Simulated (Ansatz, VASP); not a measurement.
# MgO: VASP beside Ansatz

Contents of INCAR:

```
PREC = Accurate ; ENCUT = 840
EDIFF = 1E-6 ; ISMEAR = 0
SIGMA = 0.03 ; LREAL = F
LASPH = T ; NELM = 120
ALGO = Normal ; ISIF = 2
LWAVE = F ; LCHARG = T
GGA = PE ; LELF = T
LVHAR = T ; NBANDS = 15
GGA_COMPAT = F
```

File KPOINTS:

```
regular mesh
0
Gamma
  9 9 9
```

The input POSCAR:

```
MgO
1.0
    0.0000000000      2.1380000000      2.1380000000
    2.1380000000      0.0000000000      2.1380000000
    2.1380000000      2.1380000000      0.0000000000
Mg O
1 1
Direct
    0.0000000000      0.0000000000      0.0000000000
    0.5000000000      0.5000000000      0.5000000000
```

Input for Ansatz:

```yaml
crystal:
  lattice:
    - [0.0, 2.138, 2.138]
    - [2.138, 0.0, 2.138]
    - [2.138, 2.138, 0.0]
  atoms:
    - { symbol: Mg, position: [0.0, 0.0, 0.0] }
    - { symbol: O, position: [0.5, 0.5, 0.5] }
hamiltonian:
  xc: pbe
  pseudopotentials: { kind: paw }
basis:
  ecutwfc: 420
kpoints:
  mp_grid: { grid: [9, 9, 9] }
scf:
  occupations: { method: gaussian, width: 0.03 }
  lower_state_search: "off"
output:
  forces: true
  stress: true
  write_density: true
  write_potential: true
  elf: true
  volumetric_format: npy
```

Alike in both runs: task single point; functional PBE; k mesh 9 × 9 × 9; occupations gaussian, width 0.03 eV; no spin polarisation.

|  | VASP | Ansatz |
| --- | --- | --- |
| version | VASP 6.6.1 | Ansatz 0.2.0 |
| potentials or method | VASP PAW PBE potentials, release 64 (Mg_sv, O), cutoff 840 eV | PAW, plane waves, scalar-relativistic |
| valence electrons in the cell | 16 | 16 |

VASP gave:

* gap on the k mesh at the Fermi level (eV): 4.31
* pressure (GPa): -2.2

Which values does Ansatz return?

gap on the k mesh at the Fermi level (eV): 4.32; pressure (GPa): -2.3.

With one functional, cell and mesh, what is left measures potentials, basis and numerics.
